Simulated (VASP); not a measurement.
Input of a VASP 6.6.1 run:

INCAR

```
SYSTEM = Ta4Ge
PREC = Accurate ; ENCUT = 500
EDIFF = 1E-6 ; ISMEAR = 0
SIGMA = 0.2 ; LREAL = .FALSE.
LASPH = .TRUE. ; NELM = 120
ALGO = Normal ; ISIF = 2
LWAVE = .FALSE. ; LCHARG = .FALSE.
GGA = PE ; NBANDS = 37
GGA_COMPAT = .FALSE.
```

File KPOINTS:

```
regular mesh
0
G
  4 4 3
  0 0 0
```

POSCAR

```
Ta4Ge
1.0
    5.4174136328      0.0000000000      0.0000000000
   -2.7087068164      4.6916178288      0.0000000000
    0.0000000000      0.0000000000      4.7162646237
Ta Ge
4 1
Direct
    0.5000000000      0.0000000000      0.5000000000
    0.0000000000      0.5000000000      0.5000000000
    0.5000000000      0.5000000000      0.5000000000
    0.0000000000      0.0000000000      0.0000000000
    0.0000000000      0.0000000000      0.5000000000
```

Potentials or basis: VASP PAW PBE potentials, release 64 (Ta_pv, Ge_d).

Run with:

```console
$ cat potpaw_PBE.64/Ta_pv/POTCAR potpaw_PBE.64/Ge_d/POTCAR > POTCAR
$ mpirun -np 1 vasp_std > vasp.out
```

Estimate the pressure.

0.3 GPa.

What does it give for the band gap on the k mesh?

Zero (band 29 reaches 3.71 eV, above the bottom of band 30 at 3.35 eV).

Stress tensor (GPa, compression positive):
```
 0.55  0.00  0.00
 0.00  0.55  0.00
 0.00  0.00 -0.12
```

Caveat: the k points lie up to 0.44 Å⁻¹ apart; spin-orbit coupling is left out, which moves the levels of the heavy elements.
